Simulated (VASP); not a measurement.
# BPd4 (Pmm2) in VASP: a series of runs

Aim: see how the results for BPd4 move with the level of theory and the settings. Levels: PBE, PBE+D3(BJ), r2SCAN. Tasks: single point.

Program: VASP 6.6.1. These are calculated values, not measurements. Logs are shortened: lines on timing, memory, paths and dates and some standing lists are left out, and cuts for length are marked.

## 1. The cell of the first run

It takes space group Pmm2 (No. 25, orthorhombic). The conventional cell has a = 2.892 Å, b = 4.365 Å, c = 5.856 Å, α = 90.00°, β = 90.00°, γ = 90.00°. Within 2.6 Å of B (site symmetry mm2) lie 5 Pd at 1.96 to 2.18 Å. Within 3.1 Å of Pd (site symmetry mm2) lie 2 B at 2.18 Å and 10 Pd at 2.89 to 3.07 Å. Pd (site symmetry mm2) has 12 Pd at 2.73 to 3.47 Å within 3.6 Å. Within 3.0 Å of Pd (site symmetry mm2) lie 2 B at 2.03 Å and 10 Pd at 2.77 to 2.99 Å. Within 2.6 Å of Pd (site symmetry mm2) lie 1 B at 1.96 Å.

## 2. Single point, PBE

Input file INCAR:

```
ALGO = Normal ; EDIFF = 1E-6
ENCUT = 630 ; GGA = PE
GGA_COMPAT = F ; ISIF = 2
ISMEAR = 0 ; LASPH = T
LCHARG = T ; LELF = T
LREAL = F ; LVHAR = T
LWAVE = F ; NBANDS = 46
NELM = 120 ; PREC = Accurate
SIGMA = 0.1
```

Input file KPOINTS:

```
Automatic mesh
0
Gamma
  3 4 2
  0 0 0.5
```

Input file POSCAR:

```
BPd4
1.0
    2.8920299704      0.0000000000      0.0000000000
    0.0000000000      4.3650077954      0.0000000000
    0.0000000000      0.0000000000      5.8563150000
B Pd
1 4
Direct
    0.5000000000      0.0000000000      0.8632270000
    0.5000000000      0.5000000000      0.8675610000
    0.0000000000      0.5000000000      0.3291640000
    0.0000000000      0.0000000000      0.6194700000
    0.5000000000      0.0000000000      0.1975780000
```

Potentials or basis: VASP PAW PBE potentials, release 64 (B, Pd_sv_GW).

On the command line:

```sh
> cat potpaw_PBE.64/B/POTCAR potpaw_PBE.64/Pd_sv_GW/POTCAR > POTCAR
> mpirun -np 1 vasp_std > vasp.out
```

OUTCAR:

```text
EDIFF = 1E-6
   ENCUT = 630
   GGA = PE
   ISIF = 2
   ISMEAR = 0
   LASPH = T
   LREAL = F
   NELM = 120
   PREC = Accurate

 ion  position               nearest neighbor table
   1  0.500  0.000  0.863-   5 1.96   4 2.03   4 2.03   2 2.18   2 2.18
   2  0.500  0.500  0.868-   1 2.18   1 2.18
   3  0.000  0.500  0.329-
   4  0.000  0.000  0.619-   1 2.03   1 2.03
   5  0.500  0.000  0.198-   1 1.96

  LATTYP: Found a simple orthorhombic cell.
 ALAT       =     2.8920299704
 B/A-ratio  =     1.5093231537
 C/A-ratio  =     2.0249842014

  Lattice vectors:

 A1 = (   2.8920299704,   0.0000000000,   0.0000000000)
 A2 = (   0.0000000000,   4.3650077954,   0.0000000000)
 A3 = (   0.0000000000,   0.0000000000,   5.8563150000)

Analysis of symmetry for initial positions (statically):
=====================================================================
 Subroutine PRICEL returns:
 Original cell was already a primitive cell.

 Routine SETGRP: Setting up the symmetry group for a
 simple orthorhombic supercell.

 Subroutine GETGRP returns: Found  4 space group operations
 (whereof  4 operations were pure point group operations)
 out of a pool of  8 trial point group operations.

The static configuration has the point symmetry C_2v.

Analysis of symmetry for dynamics (positions and initial velocities):
=====================================================================
 Subroutine PRICEL returns:
 Original cell was already a primitive cell.

 Routine SETGRP: Setting up the symmetry group for a
 simple orthorhombic supercell.

 Subroutine GETGRP returns: Found  4 space group operations
 (whereof  4 operations were pure point group operations)
 out of a pool of  8 trial point group operations.

The dynamic configuration has the point symmetry C_2v.

 Subroutine INISYM returns: Found  4 space group operations
 (whereof  4 operations are pure point group operations),
 and found     1 'primitive' translations

----------------------------------------------------------------------------------------

                                     Primitive cell

  volume of cell :      73.9286

  direct lattice vectors                    reciprocal lattice vectors
     2.892029970  0.000000000  0.000000000     0.345777883  0.000000000  0.000000000
     0.000000000  4.365007795  0.000000000     0.000000000  0.229094665  0.000000000
     0.000000000  0.000000000  5.856315000     0.000000000  0.000000000  0.170755842

  length of vectors
     2.892029970  4.365007795  5.856315000     0.345777883  0.229094665  0.170755842

  position of ions in fractional coordinates (direct lattice)
     0.500000000  0.000000000  0.863227000
     0.500000000  0.500000000  0.867561000
     0.000000000  0.500000000  0.329164000
     0.000000000  0.000000000  0.619470000
     0.500000000  0.000000000  0.197578000

  ion indices of the primitive-cell ions
   primitive index   ion index
                 1           1
                 2           2
                 3           3
                 4           4
                 5           5

----------------------------------------------------------------------------------------

 KPOINTS: Automatic mesh

Automatic generation of k-mesh.
 Grid dimensions read from file:
 generate k-points for:    3    4    2

 Generating k-lattice:

  Cartesian coordinates                     Fractional coordinates (reciprocal lattice)
     0.115259294  0.000000000  0.000000000     0.333333333  0.000000000  0.000000000
     0.000000000  0.057273666  0.000000000     0.000000000  0.250000000  0.000000000
     0.000000000  0.000000000  0.085377921     0.000000000  0.000000000  0.500000000

  Length of vectors
     0.115259294  0.057273666  0.085377921

  Shift w.r.t. Gamma in fractional coordinates (k-lattice)
     0.000000000  0.000000000  0.500000000

 Subroutine IBZKPT returns following result:
 ===========================================

 Found      6 irreducible k-points:

 Following reciprocal coordinates:
            Coordinates               Weight
  0.000000  0.000000  0.250000      2.000000
  0.333333  0.000000  0.250000      4.000000
  0.000000  0.250000  0.250000      4.000000
  0.333333  0.250000  0.250000      8.000000
  0.000000  0.500000  0.250000      2.000000
  0.333333  0.500000  0.250000      4.000000
   k-points           NKPTS =      6   k-points in BZ     NKDIM =      6   number of bands    NBANDS=     46
   number of dos      NEDOS =    301   number of ions     NIONS =      5
   total plane-waves  NPLWV =  41472
   dimension x,y,z NGX =    24 NGY =   36 NGZ =   48
   dimension x,y,z NGXF=    48 NGYF=   72 NGZF=   96
   ions per type =               1   4
   NGX,Y,Z   is equivalent  to a cutoff of  13.80, 13.71, 13.63 a.u.
   NGXF,Y,Z  is equivalent  to a cutoff of  27.59, 27.42, 27.25 a.u.
 SYSTEM =  unknown system
   PREC   = accura    normal or accurate (medium, high low for compatibility)
   ISTART =      0    job   : 0-new  1-cont  2-samecut
   ICHARG =      2    charge: 1-file 2-atom 10-const
   ISPIN  =      1    spin polarized calculation?
   LNONCOLLINEAR =      F non collinear calculations
   LSORBIT =      F    spin-orbit coupling
   LASPH  =      T    aspherical Exc in radial PAW
   ENCUT  =  630.0 eV  46.30 Ry    6.80 a.u.   5.92  8.93 11.99*2*pi/ulx,y,z
   NELM   =    120;   NELMIN=  2; NELMDL= -5     # of ELM steps
   EDIFF  = 0.1E-05   stopping-criterion for ELM
   LREAL  =      F    real-space projection
   EDIFFG = 0.1E-04   stopping-criterion for IOM
   NSW    =      0    number of steps for IOM
   IBRION =     -1    ionic relax: 0-MD 1-quasi-New 2-CG
   NFREE  =      0    steps in history (QN), initial steepest desc. (CG)
   ISIF   =      2    stress and relaxation
   ISYM   =      2    0-nonsym 1-usesym 2-fastsym
   POTIM  = 0.5000    time-step for ionic-motion
   TEBEG  =    0.0;   TEEND  =   0.0 temperature during run
   PSTRESS=    0.0 pullay stress
   NELECT =      75.0000    total number of electrons
   NUPDOWN=      -1.0000    fix difference up-down
   EMIN   =  10.00;   EMAX   =-10.00  energy-range for DOS
   EFERMI =   0.00;   METHOD = LEGACY
   ISMEAR =     0;   SIGMA  =   0.10  broadening in eV -4-tet -1-fermi 0-gaus
   EFERMI_NEDOS =   21; number of points for ismear=-14 and -15
   IALGO  =     38    algorithm
   IMIX   =      4    mixing-type and parameters
     AMIX     =   0.40;   BMIX     =  1.00
     AMIX_MAG =   1.60;   BMIX_MAG =  1.00
  volume/ion in A,a.u.               =      14.79        99.78
  Fermi-wavevector in a.u.,A,eV,Ry     =   1.644969  3.108542 36.816338  2.705925
  Thomas-Fermi vector in A             =   2.734846
   LORBIT       =      0    0 simple, 1 ext, 2 COOP (PROOUT), +10 PAW based schemes
   GGA     = PE    functional components
   LHFCALC =     F    Hartree Fock is set to
   AEXX    =    0.0000 exact exchange contribution
   IVDW    =     0    specifies the selected vdW correction
   LEPSILON=     F    determine dielectric tensor
   LRPA    =     F    only Hartree local field effects (RPA)
 non-spin polarized calculation
 Gauss-broadening in eV      SIGMA  =   0.10
  energy-cutoff  :      630.00
  volume of cell :       73.93
 maximum number of plane-waves:      2665
 NGX is ok and might be reduce to    24
   NGX = 11   NGY = 17   NGZ = 23

 number of electron      75.0000023 magnetization

 Free energy of the ion-electron system (eV)
  ---------------------------------------------------
  ext. energy  EPLUGINS =         0.00000000
  ---------------------------------------------------
  free energy    TOTEN  =       -21.66646839 eV

  energy without entropy =      -21.64935778  energy(sigma->0) =      -21.65791308

 E-fermi :   7.0024     XC(G=0): -12.5682

 val. band max:        6.9595989558   @ k =   0.0000   0.2500   0.2500
 cond. band min:       7.0564856634   @ k =   0.3333   0.0000   0.2500
 fundamental gap:      0.0968867076
 Fermi energy:         7.0023777538

 k-point     1 :       0.0000    0.0000    0.2500
  band No.  band energies     occupation
      1     -77.7403      2.00000
      2     -77.3923      2.00000
      3     -77.0106      2.00000
      4     -76.6246      2.00000
      5     -43.5904      2.00000
      6     -43.4961      2.00000
[... 38 lines left out ...]
     45      15.7995      0.00000
     46      17.1409      0.00000

 k-point     2 :       0.3333    0.0000    0.2500
  band No.  band energies     occupation
      1     -77.7330      2.00000
      2     -77.3853      2.00000
      3     -77.0040      2.00000
      4     -76.6182      2.00000
      5     -43.6012      2.00000
      6     -43.5724      2.00000
[... 38 lines left out ...]
     45      14.9005      0.00000
     46      16.6364      0.00000

 k-point     3 :       0.0000    0.2500    0.2500
  band No.  band energies     occupation
      1     -77.7403      2.00000
      2     -77.3920      2.00000
      3     -77.0106      2.00000
      4     -76.6249      2.00000
      5     -43.5931      2.00000
      6     -43.4959      2.00000
[... 38 lines left out ...]
     45      16.4125      0.00000
     46      18.3463      0.00000

 k-point     4 :       0.3333    0.2500    0.2500
  band No.  band energies     occupation
      1     -77.7330      2.00000
      2     -77.3852      2.00000
      3     -77.0040      2.00000
      4     -76.6183      2.00000
      5     -43.6018      2.00000
      6     -43.5739      2.00000
[... 38 lines left out ...]
     45      16.1396      0.00000
     46      16.8222      0.00000

 k-point     5 :       0.0000    0.5000    0.2500
  band No.  band energies     occupation
      1     -77.7402      2.00000
      2     -77.3917      2.00000
      3     -77.0107      2.00000
      4     -76.6252      2.00000
      5     -43.5958      2.00000
      6     -43.4958      2.00000
[... 38 lines left out ...]
     45      17.1410      0.00000
     46      19.1009      0.00000

 k-point     6 :       0.3333    0.5000    0.2500
  band No.  band energies     occupation
      1     -77.7330      2.00000
      2     -77.3851      2.00000
      3     -77.0040      2.00000
      4     -76.6184      2.00000
      5     -43.6023      2.00000
      6     -43.5753      2.00000
[... 38 lines left out ...]
     45      15.8341      0.00000
     46      16.7548      0.00000

------------------------ aborting loop because EDIFF is reached ----------------------------------------

  FORCE on cell =-STRESS in cart. coord.  units (eV):
  Direction    XX          YY          ZZ          XY          YZ          ZX
  --------------------------------------------------------------------------------------
  -------------------------------------------------------------------------------------
  Total        1.1755986     -1.0597113     -2.1416411      0.0000000      0.0000000      0.0000000
  in kB       25.4775349    -22.9660282    -46.4135757      0.0000000      0.0000000      0.0000000
  external PRESSURE =     -14.6340230 kB  Pullay stress =       0.0000000 kB

 VOLUME and BASIS-vectors are now :
 -----------------------------------------------------------------------------
  energy-cutoff  :      630.00
  volume of cell :       73.93
      direct lattice vectors                 reciprocal lattice vectors
     2.892029970  0.000000000  0.000000000     0.345777883  0.000000000  0.000000000
     0.000000000  4.365007795  0.000000000     0.000000000  0.229094665  0.000000000
     0.000000000  0.000000000  5.856315000     0.000000000  0.000000000  0.170755842

 POSITION                                       TOTAL-FORCE (eV/Angst)
 -----------------------------------------------------------------------------------
      1.44601      0.00000      5.05533         0.000000      0.000000      0.057314
      1.44601      2.18250      5.08071         0.000000      0.000000      0.015554
      0.00000      2.18250      1.92769         0.000000      0.000000     -0.075090
      0.00000      0.00000      3.62781         0.000000      0.000000      0.338325
      1.44601      0.00000      1.15708         0.000000      0.000000     -0.336103
 -----------------------------------------------------------------------------------
    total drift:                                0.000000     -0.000000      0.000890

  FREE ENERGIE OF THE ION-ELECTRON SYSTEM (eV)
  ---------------------------------------------------
  free  energy   TOTEN  =       -21.6664683907 eV

  energy  without entropy=      -21.6493577776  energy(sigma->0) =      -21.65791308
```

Run time: 36 s. Hardware: 1 thread of Intel Xeon Platinum 8559C (Emerald Rapids), shared host; peak memory 0.2 GiB.

Results:

* Free energy: -21.6665 eV
* Pressure: -1.5 GPa
* Largest force: 0.338 eV/Å
* Band gap on the k mesh: zero (an odd number of electrons rules out a gap without spin polarisation)

Forces on the atoms (eV/Å):
```
B    0.000  0.000  0.057
Pd   0.000  0.000  0.016
Pd   0.000  0.000 -0.075
Pd   0.000  0.000  0.338
Pd   0.000  0.000 -0.336
```

Levels at points of the mesh, in eV from the Fermi level:
```
           k point  band 34  band 35  band 36  band 37  band 38  band 39  band 40  band 41
(0.00, 0.00, 0.25)    -1.34    -1.34    -1.13    -0.65     0.09     0.77     1.11     5.19
```

Caveat: the k points lie up to 0.72 Å⁻¹ apart, too coarse for converged energies and pressures of a metal.

## 3. Single point, PBE

This run uses another cell than the first one, of 14.64 Å³/atom.

Input file INCAR:

```
ALGO = Normal
EDIFF = 1E-6
ENCUT = 630
GGA = PE
GGA_COMPAT = False
ISIF = 2
ISMEAR = 0
LASPH = True
LCHARG = True
LELF = True
LREAL = False
LVHAR = True
LWAVE = False
NBANDS = 46
NELM = 120
PREC = Accurate
SIGMA = 0.1
```

Input file KPOINTS:

```
k-points
0
Gamma
  6 4 4
```

Changes to POSCAR since step 2:

```diff
@@ -2,5 +2,5 @@
 1.0
-    2.8920299704      0.0000000000      0.0000000000
-    0.0000000000      4.3650077954      0.0000000000
-    0.0000000000      0.0000000000      5.8563150000
+    2.8823575571      0.0000000000      0.0000000000
+    0.0000000000      4.3504089981      0.0000000000
+    0.0000000000      0.0000000000      5.8367285159
 B Pd
```

Potentials or basis: VASP PAW PBE potentials, release 64 (B, Pd_sv_GW).

On the command line:

```sh
> cat potpaw_PBE.64/B/POTCAR potpaw_PBE.64/Pd_sv_GW/POTCAR > POTCAR
> mpirun -np 1 vasp_std > vasp.out
```

Run time: 3.8 min. Hardware: 1 thread of AMD EPYC 7R43 (Zen 3), shared host; peak memory 0.25 GiB.

It converged, with:

| Item | Value |
| --- | --- |
| Free energy | -21.7552 eV |
| Pressure | -0.1 GPa |
| Largest force | 0.231 eV/Å |
| Band gap on the k mesh | zero (an odd number of electrons rules out a gap without spin polarisation) |

Forces in eV/Å, atoms in the order of the input:
```
B    0.000  0.000  0.147
Pd   0.000  0.000  0.126
Pd   0.000  0.000  0.008
Pd   0.000  0.000 -0.050
Pd   0.000  0.000 -0.231
```

Stress tensor (GPa, compression positive):
```
-1.09  0.00  0.00
 0.00  0.80  0.00
 0.00  0.00  0.00
```

Levels at points of the mesh, in eV from the Fermi level:
```
           k point  band 34  band 35  band 36  band 37  band 38  band 39  band 40  band 41
(0.00, 0.00, 0.00)    -1.37    -1.19    -0.80    -0.52    -0.27     0.09     0.46     5.29
(0.50, 0.00, 0.00)    -0.63    -0.58    -0.28     0.45     0.47     1.84     2.56     3.49
(0.00, 0.50, 0.00)    -1.46    -0.97    -0.87    -0.84    -0.73    -0.42     1.42     2.32
(0.50, 0.50, 0.00)    -0.75    -0.35    -0.03     0.83     1.50     2.38     2.43     3.11
(0.00, 0.00, 0.50)    -1.28    -1.25    -1.08    -0.81     0.07     1.65     1.97     4.56
(0.50, 0.00, 0.50)    -0.61    -0.55    -0.27     0.03     0.58     1.60     2.43     2.89
(0.00, 0.50, 0.50)    -1.16    -0.95    -0.86    -0.81    -0.44    -0.40    -0.08     3.36
(0.50, 0.50, 0.50)    -0.67    -0.61    -0.16    -0.14     1.07     2.24     2.43     2.73
```

Caveat: the k points lie up to 0.36 Å⁻¹ apart, too coarse for converged energies and pressures of a metal.

## 4. Single point, PBE

Input file INCAR:

```
PREC = Accurate
ENCUT = 630
EDIFF = 1E-6
ISMEAR = 0
SIGMA = 0.0051
LREAL = F
LASPH = T
NELM = 120
ALGO = Normal
ISIF = 2
LWAVE = F
LCHARG = F
GGA = PE
NBANDS = 46
GGA_COMPAT = F
```

Input file KPOINTS:

```
Automatic mesh
0
Gamma
  6 4 4
```

Changes to POSCAR since step 3:

```diff
@@ -2,5 +2,5 @@
 1.0
-    2.8823575571      0.0000000000      0.0000000000
-    0.0000000000      4.3504089981      0.0000000000
-    0.0000000000      0.0000000000      5.8367285159
+    2.8920299704      0.0000000000      0.0000000000
+    0.0000000000      4.3650077954      0.0000000000
+    0.0000000000      0.0000000000      5.8563150000
 B Pd
```

On the command line:

```sh
> cat potpaw_PBE.64/B/POTCAR potpaw_PBE.64/Pd_sv_GW/POTCAR > POTCAR
> mpirun -np 1 vasp_std > vasp.out
```

It took 3 min on 1 thread of Intel Xeon Platinum 8259CL at 2.50GHz (Skylake/Cascade Lake), shared host; peak memory 0.29 GiB.

Results (log left out):

```yaml
Free_energy: -21.7477 eV
Pressure: -1.7 GPa
Largest_force: 0.276 eV/Å
Band_gap_on_the_k_mesh: zero (an odd number of electrons rules out a gap without spin polarisation)
```

Forces on the atoms (eV/Å):
```
B    0.000  0.000  0.150
Pd   0.000  0.000  0.126
Pd   0.000  0.000 -0.023
Pd   0.000  0.000  0.023
Pd   0.000  0.000 -0.276
```

Stress tensor (GPa, compression positive):
```
-2.65  0.00  0.00
 0.00 -0.87  0.00
 0.00  0.00 -1.56
```

Levels at points of the mesh, in eV from the Fermi level:
| k point | band 35 | band 36 | band 37 | band 38 | band 39 | band 40 |
| --- | --- | --- | --- | --- | --- | --- |
| (0.00, 0.00, 0.00) | -1.18 | -0.79 | -0.51 | -0.25 | 0.08 | 0.45 |
| (0.50, 0.00, 0.00) | -0.58 | -0.28 | 0.45 | 0.47 | 1.81 | 2.54 |
| (0.00, 0.50, 0.00) | -0.95 | -0.86 | -0.83 | -0.72 | -0.42 | 1.43 |
| (0.50, 0.50, 0.00) | -0.36 | -0.02 | 0.81 | 1.48 | 2.35 | 2.41 |
| (0.00, 0.00, 0.50) | -1.23 | -1.07 | -0.80 | 0.07 | 1.64 | 1.96 |
| (0.50, 0.00, 0.50) | -0.54 | -0.27 | 0.03 | 0.56 | 1.57 | 2.41 |
| (0.00, 0.50, 0.50) | -0.94 | -0.85 | -0.79 | -0.43 | -0.39 | -0.09 |
| (0.50, 0.50, 0.50) | -0.60 | -0.17 | -0.13 | 1.06 | 2.24 | 2.44 |

Caveat: the k points lie up to 0.36 Å⁻¹ apart, too coarse for converged energies and pressures of a metal.

(Part 1 of 2 ends here.)

The gap in the log of VASP goes by the Fermi energy; the results here count the filled bands.